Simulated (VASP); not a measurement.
# Ge (Fd-3m) in VASP: notebook

The runs below take Ge through single point, relaxation of cell and atoms, with PBEsol.

All numbers are computed with VASP 6.6.1; they aren't measurements. Logs are shortened: lines on timing, memory, paths and dates and some standing lists are left out, and cuts for length are marked.

## 1. The cell of the first run

Symmetry: Fd-3m, No. 227, cubic system. The conventional cell has a = 5.787 Å, b = 5.787 Å, c = 5.787 Å, α = 90.00°, β = 90.00°, γ = 90.00°. Ge (site symmetry -43m) has 4 Ge at 2.51 Å within 3.3 Å.

## 2. Single point, PBEsol (volume scaled by 1.06)

Contents of INCAR:

```
ALGO = Normal
EDIFF = 1E-6
ENCUT = 520
GGA = PS
ISIF = 2
ISMEAR = 0
LASPH = True
LCHARG = True
LELF = True
LREAL = False
LVHAR = True
LWAVE = False
NBANDS = 21
NELM = 60
PREC = Accurate
SIGMA = 0.1
```

Contents of KPOINTS:

```
k-points
0
Gamma
  14 14 14
```

Contents of POSCAR:

```
Ge
1.0
    0.0000000000      2.8935412438      2.8935412438
    2.8935412438      0.0000000000      2.8935412438
    2.8935412438      2.8935412438      0.0000000000
Ge
2
Direct
    0.0000000000      0.0000000000      0.0000000000
    0.2500000000      0.2500000000      0.2500000000
```

Potentials or basis: VASP PAW PBE potentials, release 64 (Ge_d).

Started as:

```
cat potpaw_PBE.64/Ge_d/POTCAR > POTCAR
mpirun -np 1 vasp_std > vasp.out
```

OUTCAR:

```text
EDIFF = 1E-6
   ENCUT = 520
   GGA = PS
   ISIF = 2
   ISMEAR = 0
   LASPH = True
   LREAL = False
   NELM = 60
   PREC = Accurate

 ion  position               nearest neighbor table
   1  0.000  0.000  0.000-   2 2.51   2 2.51   2 2.51   2 2.51
   2  0.250  0.250  0.250-   1 2.51   1 2.51   1 2.51   1 2.51

  LATTYP: Found a face centered cubic cell.
 ALAT       =     5.7870824876

  Lattice vectors:

 A1 = (   0.0000000000,   2.8935412438,   2.8935412438)
 A2 = (   2.8935412438,   0.0000000000,   2.8935412438)
 A3 = (   2.8935412438,   2.8935412438,   0.0000000000)

Analysis of symmetry for initial positions (statically):
=====================================================================
 Subroutine PRICEL returns:
 Original cell was already a primitive cell.

 Routine SETGRP: Setting up the symmetry group for a
 face centered cubic supercell.

 Subroutine GETGRP returns: Found 48 space group operations
 (whereof 24 operations were pure point group operations)
 out of a pool of 48 trial point group operations.

The static configuration has the point symmetry T_d .
 The point group associated with its full space group is O_h .

Analysis of symmetry for dynamics (positions and initial velocities):
=====================================================================
 Subroutine PRICEL returns:
 Original cell was already a primitive cell.

 Routine SETGRP: Setting up the symmetry group for a
 face centered cubic supercell.

 Subroutine GETGRP returns: Found 48 space group operations
 (whereof 24 operations were pure point group operations)
 out of a pool of 48 trial point group operations.

The dynamic configuration has the point symmetry T_d .
 The point group associated with its full space group is O_h .

 Subroutine INISYM returns: Found 48 space group operations
 (whereof 24 operations are pure point group operations),
 and found     1 'primitive' translations

----------------------------------------------------------------------------------------

                                     Primitive cell

  volume of cell :      48.4528

  direct lattice vectors                    reciprocal lattice vectors
     0.000000000  2.893541244  2.893541244    -0.172798643  0.172798643  0.172798643
     2.893541244  0.000000000  2.893541244     0.172798643 -0.172798643  0.172798643
     2.893541244  2.893541244  0.000000000     0.172798643  0.172798643 -0.172798643

  length of vectors
     4.092085270  4.092085270  4.092085270     0.299296029  0.299296029  0.299296029

  position of ions in fractional coordinates (direct lattice)
     0.000000000  0.000000000  0.000000000
     0.250000000  0.250000000  0.250000000

  ion indices of the primitive-cell ions
   primitive index   ion index
                 1           1
                 2           2

----------------------------------------------------------------------------------------

 KPOINTS: k-points

Automatic generation of k-mesh.
 Grid dimensions read from file:
 generate k-points for:   14   14   14

 Generating k-lattice:

  Cartesian coordinates                     Fractional coordinates (reciprocal lattice)
    -0.012342760  0.012342760  0.012342760     0.071428571  0.000000000  0.000000000
     0.012342760 -0.012342760  0.012342760     0.000000000  0.071428571  0.000000000
     0.012342760  0.012342760 -0.012342760     0.000000000  0.000000000  0.071428571

  Length of vectors
     0.021378288  0.021378288  0.021378288

  Shift w.r.t. Gamma in fractional coordinates (k-lattice)
     0.000000000  0.000000000  0.000000000

 Subroutine IBZKPT returns following result:
 ===========================================

 Found    104 irreducible k-points:

 Following reciprocal coordinates:
            Coordinates               Weight
  0.000000  0.000000  0.000000      1.000000
  0.071429  0.000000  0.000000      8.000000
  0.142857  0.000000  0.000000      8.000000
  0.214286  0.000000  0.000000      8.000000
  0.285714  0.000000  0.000000      8.000000
  0.357143  0.000000  0.000000      8.000000
[... 16 lines left out ...]
  0.214286  0.142857  0.000000     24.000000
  0.285714  0.142857  0.000000     24.000000
 [... further k-points ...]
   k-points           NKPTS =    104   k-points in BZ     NKDIM =    104   number of bands    NBANDS=     21
   number of dos      NEDOS =    301   number of ions     NIONS =      2
   total plane-waves  NPLWV =  27000
   dimension x,y,z NGX =    30 NGY =   30 NGZ =   30
   dimension x,y,z NGXF=    60 NGYF=   60 NGZF=   60
   ions per type =               2
   NGX,Y,Z   is equivalent  to a cutoff of  12.19, 12.19, 12.19 a.u.
   NGXF,Y,Z  is equivalent  to a cutoff of  24.38, 24.38, 24.38 a.u.
 SYSTEM =  unknown system
   PREC   = accura    normal or accurate (medium, high low for compatibility)
   ISTART =      0    job   : 0-new  1-cont  2-samecut
   ICHARG =      2    charge: 1-file 2-atom 10-const
   ISPIN  =      1    spin polarized calculation?
   LNONCOLLINEAR =      F non collinear calculations
   LSORBIT =      F    spin-orbit coupling
   LASPH  =      T    aspherical Exc in radial PAW
   ENCUT  =  520.0 eV  38.22 Ry    6.18 a.u.   7.61  7.61  7.61*2*pi/ulx,y,z
   NELM   =     60;   NELMIN=  2; NELMDL= -5     # of ELM steps
   EDIFF  = 0.1E-05   stopping-criterion for ELM
   LREAL  =      F    real-space projection
   EDIFFG = 0.1E-04   stopping-criterion for IOM
   NSW    =      0    number of steps for IOM
   IBRION =     -1    ionic relax: 0-MD 1-quasi-New 2-CG
   NFREE  =      0    steps in history (QN), initial steepest desc. (CG)
   ISIF   =      2    stress and relaxation
   ISYM   =      2    0-nonsym 1-usesym 2-fastsym
   POTIM  = 0.5000    time-step for ionic-motion
   TEBEG  =    0.0;   TEEND  =   0.0 temperature during run
   PSTRESS=    0.0 pullay stress
   NELECT =      28.0000    total number of electrons
   NUPDOWN=      -1.0000    fix difference up-down
   EMIN   =  10.00;   EMAX   =-10.00  energy-range for DOS
   EFERMI =   0.00;   METHOD = LEGACY
   ISMEAR =     0;   SIGMA  =   0.10  broadening in eV -4-tet -1-fermi 0-gaus
   EFERMI_NEDOS =   21; number of points for ismear=-14 and -15
   IALGO  =     38    algorithm
   IMIX   =      4    mixing-type and parameters
     AMIX     =   0.40;   BMIX     =  1.00
     AMIX_MAG =   1.60;   BMIX_MAG =  1.00
  volume/ion in A,a.u.               =      24.23       163.49
  Fermi-wavevector in a.u.,A,eV,Ry     =   1.363603  2.576835 25.298838  1.859412
  Thomas-Fermi vector in A             =   2.489991
   LORBIT       =      0    0 simple, 1 ext, 2 COOP (PROOUT), +10 PAW based schemes
   GGA     = PS    functional components
   LHFCALC =     F    Hartree Fock is set to
   AEXX    =    0.0000 exact exchange contribution
   IVDW    =     0    specifies the selected vdW correction
   LEPSILON=     F    determine dielectric tensor
   LRPA    =     F    only Hartree local field effects (RPA)
 non-spin polarized calculation
 Gauss-broadening in eV      SIGMA  =   0.10
  energy-cutoff  :      520.00
  volume of cell :       48.45
 maximum number of plane-waves:      1323
   NGX = 15   NGY = 15   NGZ = 15

 number of electron      27.9999971 magnetization

 Free energy of the ion-electron system (eV)
  ---------------------------------------------------
  ext. energy  EPLUGINS =         0.00000000
  ---------------------------------------------------
  free energy    TOTEN  =        -9.84328530 eV

  energy without entropy =       -9.84260206  energy(sigma->0) =       -9.84294368

 E-fermi :   4.1771     XC(G=0):  -9.8122

 val. band max:        4.1502312986   @ k =   0.5000   0.0000   0.0000
 cond. band min:       4.1919198230   @ k =   0.4286   0.0000   0.0000
 fundamental gap:      0.0416885244
 Fermi energy:         4.1771317570

 k-point     1 :       0.0000    0.0000    0.0000
  band No.  band energies     occupation
      1     -20.4543      2.00000
      2     -20.4543      2.00000
      3     -20.4543      2.00000
      4     -20.4227      2.00000
      5     -20.4227      2.00000
      6     -20.2448      2.00000
[... 13 lines left out ...]
     20      13.5216      0.00000
     21      13.5216      0.00000

 k-point     2 :       0.0714    0.0000    0.0000
  band No.  band energies     occupation
      1     -20.4570      2.00000
      2     -20.4570      2.00000
      3     -20.4536      2.00000
      4     -20.4192      2.00000
      5     -20.4192      2.00000
      6     -20.2502      2.00000
[... 13 lines left out ...]
     20      13.0725      0.00000
     21      13.0725      0.00000

 k-point     3 :       0.1429    0.0000    0.0000
  band No.  band energies     occupation
      1     -20.4624      2.00000
      2     -20.4624      2.00000
      3     -20.4515      2.00000
      4     -20.4113      2.00000
      5     -20.4113      2.00000
      6     -20.2580      2.00000
[... 13 lines left out ...]
     20      12.5443      0.00000
     21      12.5443      0.00000

 k-point     4 :       0.2143    0.0000    0.0000
  band No.  band energies     occupation
      1     -20.4675      2.00000
      2     -20.4675      2.00000
      3     -20.4485      2.00000
      4     -20.4029      2.00000
      5     -20.4029      2.00000
      6     -20.2652      2.00000
[... 13 lines left out ...]
     20      12.3373      0.00000
     21      12.3373      0.00000

 k-point     5 :       0.2857    0.0000    0.0000
  band No.  band energies     occupation
      1     -20.4713      2.00000
      2     -20.4713      2.00000
      3     -20.4451      2.00000
      4     -20.3957      2.00000
      5     -20.3957      2.00000
      6     -20.2707      2.00000
[... 13 lines left out ...]
     20      12.5736      0.00000
     21      12.5736      0.00000
[... 382 lines left out ...]
     20      12.3818      0.00000
     21      12.9044      0.00000

 k-point    22 :       0.1429    0.1429    0.0000
  band No.  band energies     occupation
      1     -20.4606      2.00000
      2     -20.4606      2.00000
      3     -20.4606      2.00000
      4     -20.4131      2.00000
      5     -20.3986      2.00000
      6     -20.2801      2.00000
[... 13 lines left out ...]
     20      11.7665      0.00000
     21      13.8556      0.00000

 k-point    23 :       0.2143    0.1429    0.0000
  band No.  band energies     occupation
      1     -20.4680      2.00000
      2     -20.4643      2.00000
      3     -20.4559      2.00000
      4     -20.4068      2.00000
      5     -20.3886      2.00000
      6     -20.2910      2.00000
[... 13 lines left out ...]
     20      12.5118      0.00000
     21      13.7765      0.00000

 k-point    24 :       0.2857    0.1429    0.0000
  band No.  band energies     occupation
      1     -20.4750      2.00000
      2     -20.4684      2.00000
      3     -20.4490      2.00000
      4     -20.3991      2.00000
      5     -20.3797      2.00000
      6     -20.2994      2.00000
[... 13 lines left out ...]
     20      13.1451      0.00000
     21      13.8014      0.00000

 [... further k-points ...]

------------------------ aborting loop because EDIFF is reached ----------------------------------------

  FORCE on cell =-STRESS in cart. coord.  units (eV):
  Direction    XX          YY          ZZ          XY          YZ          ZX
  --------------------------------------------------------------------------------------
  -------------------------------------------------------------------------------------
  Total       -1.1486251     -1.1486251     -1.1486251     -0.0000000      0.0000000      0.0000000
  in kB      -37.9813030    -37.9813030    -37.9813030     -0.0000000      0.0000000      0.0000000
  external PRESSURE =     -37.9813030 kB  Pullay stress =       0.0000000 kB

 VOLUME and BASIS-vectors are now :
 -----------------------------------------------------------------------------
  energy-cutoff  :      520.00
  volume of cell :       48.45
      direct lattice vectors                 reciprocal lattice vectors
     0.000000000  2.893541244  2.893541244    -0.172798643  0.172798643  0.172798643
     2.893541244  0.000000000  2.893541244     0.172798643 -0.172798643  0.172798643
     2.893541244  2.893541244  0.000000000     0.172798643  0.172798643 -0.172798643

 POSITION                                       TOTAL-FORCE (eV/Angst)
 -----------------------------------------------------------------------------------
      0.00000      0.00000      0.00000         0.000000      0.000000      0.000000
      1.44677      1.44677      1.44677        -0.000000     -0.000000     -0.000000
 -----------------------------------------------------------------------------------
    total drift:                                0.000000      0.000000      0.000000

  FREE ENERGIE OF THE ION-ELECTRON SYSTEM (eV)
  ---------------------------------------------------
  free  energy   TOTEN  =        -9.8432852996 eV

  energy  without entropy=       -9.8426020597  energy(sigma->0) =       -9.84294368
```

Wall time 62 s (1 thread of AMD EPYC 7R43 (Zen 3), shared host); peak memory 0.18 GiB.

Results:

- Free energy: -9.8433 eV
- Pressure: -3.8 GPa
- Band gap on the k mesh: zero (band 14 reaches 4.22 eV, above the bottom of band 15 at 4.15 eV)

Caveat: the PAW data sets were made with another functional, which shifts forces and pressure a little.

(Continued in part 2 of 2.)
